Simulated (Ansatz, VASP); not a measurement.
**One calculation of KI, two programs**

```xyz
2
Lattice="0.0000 3.4915 3.5873 3.4915 0.0000 3.5873 3.4915 3.4915 0.0000" Properties=species:S:1:pos:R:3 pbc="T T T"
K     0.0000    0.0000   -0.5104
I     3.4915    3.4915    3.7446
```

Change from the starting cell: mode 6 frozen in at -0.510 Å, equal normal strain along x and y -0.0267.

Alike in both runs: task single point; functional PBE; k mesh 6 × 6 × 6; occupations gaussian, width 0.05 eV; no spin polarisation.

```csv
,VASP,Ansatz
version,VASP 6.6.1,Ansatz 0.2.0
potentials or method,"VASP PAW PBE potentials, release 64 (K_sv, I), cutoff 520 eV","scalar-relativistic, plane waves, PAW"
valence electrons in the cell,16,26
```

VASP gave:

| Quantity | Value |
| --- | --- |
| gap on the k mesh at the Fermi level (eV) | 4.07 |
| least direct gap on the mesh (eV) | 4.07 |
| pressure (GPa) | 2.7 |
| traceless stress, the component that is largest in VASP (GPa) | 4.46 |
| rms of the force components (eV/Å) | 0.825 |

What did Ansatz give for the same quantities?

gap on the k mesh at the Fermi level (eV): 4.07; least direct gap on the mesh (eV): 4.07; pressure (GPa): 2.7; traceless stress, the component that is largest in VASP (GPa): 4.42; rms of the force components (eV/Å): 0.816.

Atom by atom the forces differ by 0.009 eV/Å (rms over components). With one functional, cell and mesh, what is left measures potentials, basis and numerics. VASP's potentials hold 16 valence electrons a cell and Ansatz's 26, so a difference there can come from the potentials and not from the codes.

Spin-orbit coupling is off throughout.
